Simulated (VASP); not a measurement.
# PbSe (Cmcm) in VASP: notebook, part 2 of 2

VASP 6.6.1.

## (4) Single point, r2SCAN

This run uses another cell than the first one, of 28.63 Å³/atom, 1.058 times its volume.

The input, POSCAR:

```
PbSe
1.0
    2.1355493014     -6.0789314057      0.0000000000
    2.1355493014      6.0789314057      0.0000000000
    0.0000000000      0.0000000000      4.4105766792
Pb Se
2 2
Direct
    0.6317607300      0.3682392700      0.7500000000
    0.3682392700      0.6317607300      0.2500000000
    0.8612899600      0.1387100400      0.7500000000
    0.1387100400      0.8612899600      0.2500000000
```

The input, INCAR.step1:

```
  PREC = Accurate
  ENCUT = 520
  ISMEAR = 0
  SIGMA = 0.01
  LREAL = False
  LASPH = True
  NELM = 80
  NBANDS = 28
  GGA = PE
  ALGO = Normal
  EDIFF = 1E-4
  LWAVE = True
  LCHARG = False
```

The input, INCAR.step2:

```
  PREC = Accurate
  ENCUT = 520
  EDIFF = 1E-7
  ISMEAR = 0
  SIGMA = 0.01
  LREAL = False
  LASPH = True
  NELM = 80
  ALGO = Normal
  ISIF = 2
  LWAVE = False
  LCHARG = False
  METAGGA = R2SCAN
  LMIXTAU = True
  NBANDS = 28
  ISTART = 1
```

The input, KPOINTS:

```
Automatic mesh
0
Gamma
  6 6 4
```

Potentials or basis: VASP PAW PBE potentials, release 64 (Pb_d, Se).

Command:

```console
$ cat potpaw_PBE.64/Pb_d/POTCAR potpaw_PBE.64/Se/POTCAR > POTCAR
$ cp INCAR.step1 INCAR
$ mpirun -np 1 vasp_std > vasp.out
$ cp INCAR.step2 INCAR
$ mpirun -np 1 vasp_std > vasp.out
```

OUTCAR:

```text
PREC = Accurate
   ENCUT = 520
   EDIFF = 1E-7
   ISMEAR = 0
   LREAL = False
   LASPH = True
   NELM = 80
   ISIF = 2
   METAGGA = R2SCAN
   ISTART = 1

 ion  position               nearest neighbor table
   1  0.632  0.368  0.750-   3 2.79   4 3.07   4 3.07   4 3.07   4 3.07   2 3.89   2 3.89
   2  0.368  0.632  0.250-   4 2.79   3 3.07   3 3.07   3 3.07   3 3.07   1 3.89   1 3.89
   3  0.861  0.139  0.750-   1 2.79   2 3.07   2 3.07   2 3.07   2 3.07
   4  0.139  0.861  0.250-   2 2.79   1 3.07   1 3.07   1 3.07   1 3.07

  LATTYP: Found a base centered orthorhombic cell.
[... 940 lines left out ...]

 [... further k-points ...]
[... 5 lines left out ...]
  --------------------------------------------------------------------------------------
  -------------------------------------------------------------------------------------
  Total        1.0595620      0.8606464      1.0330154      0.0000000      0.0000000      0.0000000
  in kB       14.8243186     12.0412936     14.4529048      0.0000000      0.0000000      0.0000000
  external PRESSURE =      13.7728390 kB  Pullay stress =       0.0000000 kB

 VOLUME and BASIS-vectors are now :
 -----------------------------------------------------------------------------
  energy-cutoff  :      520.00
  volume of cell :      114.51
      direct lattice vectors                 reciprocal lattice vectors
     2.135549301 -6.078931406  0.000000000     0.234131799 -0.082251298  0.000000000
     2.135549301  6.078931406  0.000000000     0.234131799  0.082251298  0.000000000
     0.000000000  0.000000000  4.410576679     0.000000000  0.000000000  0.226727721

 POSITION                                       TOTAL-FORCE (eV/Angst)
 -----------------------------------------------------------------------------------
      2.13555     -1.60193      3.30793         0.000000      0.138041      0.000000
      2.13555      1.60193      1.10264         0.000000     -0.138041     -0.000000
      2.13555     -4.39251      3.30793         0.000000     -0.076498      0.000000
      2.13555      4.39251      1.10264         0.000000      0.076498     -0.000000
 -----------------------------------------------------------------------------------
    total drift:                                0.000000     -0.000000     -0.000000

  FREE ENERGIE OF THE ION-ELECTRON SYSTEM (eV)
  ---------------------------------------------------
  free  energy   TOTEN  =      -143.7171462510 eV

  energy  without entropy=     -143.7171462510  energy(sigma->0) =     -143.71714625
```

Wall time 5.4 min (1 thread of Intel Xeon Platinum 8488C (Sapphire Rapids), shared host); peak memory 0.37 GiB.

Results:

| Property | Result |
| --- | --- |
| Free energy | -143.7171 eV |
| Pressure | 1.4 GPa |
| Largest force | 0.138 eV/Å |
| Band gap on the k mesh | 1.40 eV, indirect (least direct gap 1.80 eV) |

Forces on the atoms (eV/Å):
```
Pb   0.000  0.138  0.000
Pb   0.000 -0.138  0.000
Se   0.000 -0.076  0.000
Se   0.000  0.076  0.000
```

Caveat: the PAW data sets were made with another functional, which shifts forces and pressure a little; spin-orbit coupling is left out, which moves the levels of the heavy elements. A k mesh can miss the band edges.

## (5) Single point, r2SCAN

This run uses another cell than the first one, of 29.41 Å³/atom, 1.087 times its volume.

The input, POSCAR:

```
PbSe
1.0
    2.1548765900     -6.1339473500      0.0000000000
    2.1548765900      6.1339473500      0.0000000000
    0.0000000000      0.0000000000      4.4504935700
Pb Se
2 2
Direct
    0.6317607300      0.3682392700      0.7500000000
    0.3682392700      0.6317607300      0.2500000000
    0.8612899600      0.1387100400      0.7500000000
    0.1387100400      0.8612899600      0.2500000000
```

The input, INCAR.step1:

```
SYSTEM = PbSe
PREC = Accurate ; ENCUT = 520
ISMEAR = 0 ; SIGMA = 0.01
LREAL = .False. ; LASPH = .True.
NELM = 80 ; NBANDS = 28
GGA = PE ; ALGO = Normal
EDIFF = 1E-4 ; LWAVE = .True.
LCHARG = .False.
```

The input, INCAR.step2:

```
SYSTEM = PbSe
PREC = Accurate ; ENCUT = 520
EDIFF = 1E-6 ; ISMEAR = 0
SIGMA = 0.01 ; LREAL = .False.
LASPH = .True. ; NELM = 80
ALGO = Normal ; ISIF = 2
LWAVE = .False. ; LCHARG = .False.
METAGGA = R2SCAN ; LMIXTAU = .True.
NBANDS = 28 ; ISTART = 1
```

The input, KPOINTS:

```
regular mesh
0
Gamma
  6 6 4
  0 0 0
```

Command:

```console
$ cat potpaw_PBE.64/Pb_d/POTCAR potpaw_PBE.64/Se/POTCAR > POTCAR
$ cp INCAR.step1 INCAR
$ mpirun -np 1 vasp_std > vasp.out
$ cp INCAR.step2 INCAR
$ mpirun -np 1 vasp_std > vasp.out
```

Run time: 5.4 min. Hardware: 1 thread of Intel Xeon Platinum 8488C (Sapphire Rapids), shared host; peak memory 0.37 GiB.

Results (log left out):

```
Free energy            : -143.7307 eV
Pressure               : -0.1 GPa
Largest force          : 0.027 eV/Å
Band gap on the k mesh : 1.44 eV, indirect (least direct gap 1.79 eV)
```

Forces in eV/Å, atoms in the order of the input:
```
Pb   0.000 -0.010  0.000
Pb   0.000  0.010  0.000
Se   0.000  0.027  0.000
Se   0.000 -0.027  0.000
```

Stress tensor (GPa, compression positive):
```
 0.01  0.00  0.00
 0.00 -0.17  0.00
 0.00  0.00 -0.01
```

Levels at points of the mesh, in eV from the valence-band top:
| k point | band 17 | band 18 | band 19 | band 20 | band 21 | band 22 | band 23 | band 24 |
| --- | --- | --- | --- | --- | --- | --- | --- | --- |
| (0.00, 0.00, 0.00) | -2.22 | -1.59 | -1.35 | -0.42 | 4.88 | 4.92 | 5.07 | 5.72 |
| (0.50, 0.00, 0.00) | -1.24 | -0.96 | -0.44 | -0.18 | 1.91 | 1.95 | 2.16 | 3.03 |
| (0.50, 0.50, 0.00) | -1.85 | -1.77 | -1.15 | -0.56 | 1.44 | 4.67 | 4.90 | 5.07 |
| (0.00, 0.00, 0.50) | -0.93 | -0.93 | 0.00 | 0.00 | 1.91 | 1.91 | 2.68 | 2.68 |
| (0.50, 0.00, 0.50) | -3.09 | -3.09 | -1.32 | -1.32 | 3.55 | 3.55 | 5.88 | 5.88 |
| (0.50, 0.50, 0.50) | -1.04 | -1.04 | -0.30 | -0.30 | 1.69 | 1.69 | 3.14 | 3.14 |

Caveat: the PAW data sets were made with another functional, which shifts forces and pressure a little; spin-orbit coupling is left out, which moves the levels of the heavy elements. A k mesh can miss the band edges.

## (6) Single point, r2SCAN

This run uses another cell than the first one, of 30.20 Å³/atom, 1.116 times its volume.

The input, POSCAR:

```
PbSe
1.0
    2.1738632651     -6.1879937238      0.0000000000
    2.1738632651      6.1879937238      0.0000000000
    0.0000000000      0.0000000000      4.4897069876
Pb Se
2 2
Direct
    0.6317607300      0.3682392700      0.7500000000
    0.3682392700      0.6317607300      0.2500000000
    0.8612899600      0.1387100400      0.7500000000
    0.1387100400      0.8612899600      0.2500000000
```

The input, INCAR.step1:

```
SYSTEM = PbSe
  PREC = Accurate
  ENCUT = 520
  ISMEAR = 0
  SIGMA = 0.01
  LREAL = .FALSE.
  LASPH = .TRUE.
  NELM = 60
  NBANDS = 28
  GGA = PE
  ALGO = Normal
  EDIFF = 1E-4
  LWAVE = .TRUE.
  LCHARG = .FALSE.
```

The input, INCAR.step2:

```
SYSTEM = PbSe
  PREC = Accurate
  ENCUT = 520
  EDIFF = 1E-6
  ISMEAR = 0
  SIGMA = 0.01
  LREAL = .FALSE.
  LASPH = .TRUE.
  NELM = 60
  ALGO = Normal
  ISIF = 2
  LWAVE = .FALSE.
  LCHARG = .FALSE.
  METAGGA = R2SCAN
  LMIXTAU = .TRUE.
  NBANDS = 28
  ISTART = 1
```

The input, KPOINTS:

```
regular mesh
0
G
  6 6 4
  0 0 0
```

Potentials or basis: VASP PAW PBE potentials, release 64 (Pb_d, Se).

Command:

```console
$ cat potpaw_PBE.64/Pb_d/POTCAR potpaw_PBE.64/Se/POTCAR > POTCAR
$ cp INCAR.step1 INCAR
$ mpirun -np 1 vasp_std > vasp.out
$ cp INCAR.step2 INCAR
$ mpirun -np 1 vasp_std > vasp.out
```

It took 6.8 min on 1 thread of Intel Xeon Platinum 8488C (Sapphire Rapids), shared host; peak memory 0.39 GiB.

It converged, with:

| Property | Result |
| --- | --- |
| Free energy | -143.7181 eV |
| Pressure | -1.3 GPa |
| Largest force | 0.146 eV/Å |
| Band gap on the k mesh | 1.47 eV, indirect (least direct gap 1.77 eV) |

Forces on the atoms (eV/Å):
```
Pb   0.000 -0.146  0.000
Pb   0.000  0.146  0.000
Se   0.000  0.121  0.000
Se   0.000 -0.121  0.000
```

Stress tensor (GPa, compression positive):
```
-1.26  0.00  0.00
 0.00 -1.37  0.00
 0.00  0.00 -1.26
```

Levels at points of the mesh, in eV from the valence-band top:
```
           k point  band 16  band 17  band 18  band 19  band 20  band 21  band 22  band 23  band 24  band 25
(0.00, 0.00, 0.00)    -2.73    -2.09    -1.49    -1.25    -0.37     4.83     4.96     5.01     5.65     5.66
(0.50, 0.00, 0.00)    -1.75    -1.15    -0.88    -0.43    -0.16     1.91     1.97     2.19     3.01     3.04
(0.50, 0.50, 0.00)    -2.36    -1.74    -1.70    -1.06    -0.51     1.47     4.62     4.86     5.15     5.26
(0.00, 0.00, 0.50)    -2.52    -0.85    -0.85     0.00     0.00     1.93     1.93     2.71     2.71     5.19
(0.50, 0.00, 0.50)    -3.98    -2.93    -2.93    -1.24    -1.24     3.54     3.54     5.78     5.78     6.55
(0.50, 0.50, 0.50)    -0.97    -0.96    -0.96    -0.27    -0.27     1.66     1.66     3.14     3.14     3.46
```

Caveat: the PAW data sets were made with another functional, which shifts forces and pressure a little; spin-orbit coupling is left out, which moves the levels of the heavy elements. A k mesh can miss the band edges.

## (7) Overview

```csv
cell,gap on the mesh (eV),pressure (GPa),largest force (eV/Å)
"a = 6.323, b = 6.323, c = 4.329 Å, angles 90.0, 90.0, 141.3°, 4 atoms",1.31,4.9,0.48
"a = 6.384, b = 6.384, c = 4.370 Å, angles 90.0, 90.0, 141.3°, 4 atoms",1.36,3.0,0.30
"a = 6.443, b = 6.443, c = 4.411 Å, angles 90.0, 90.0, 141.3°, 4 atoms",1.40,1.4,0.14
"a = 6.501, b = 6.501, c = 4.450 Å, angles 90.0, 90.0, 141.3°, 4 atoms",1.44,-0.1,0.03
"a = 6.559, b = 6.559, c = 4.490 Å, angles 90.0, 90.0, 141.3°, 4 atoms",1.47,-1.3,0.15
```

Alike in all rows: task single point; level r2SCAN; potentials or basis VASP PAW PBE potentials, release 64 (Pb_d, Se); no spin polarisation; k mesh 6 × 6 × 4; cutoff (eV) 520; smearing gaussian 0.01 eV.

Caveats: the PAW data sets were made with another functional, which shifts forces and pressure a little; spin-orbit coupling is left out, which moves the levels of the heavy elements.

Absolute energies hang on the potentials; compare differences alone.
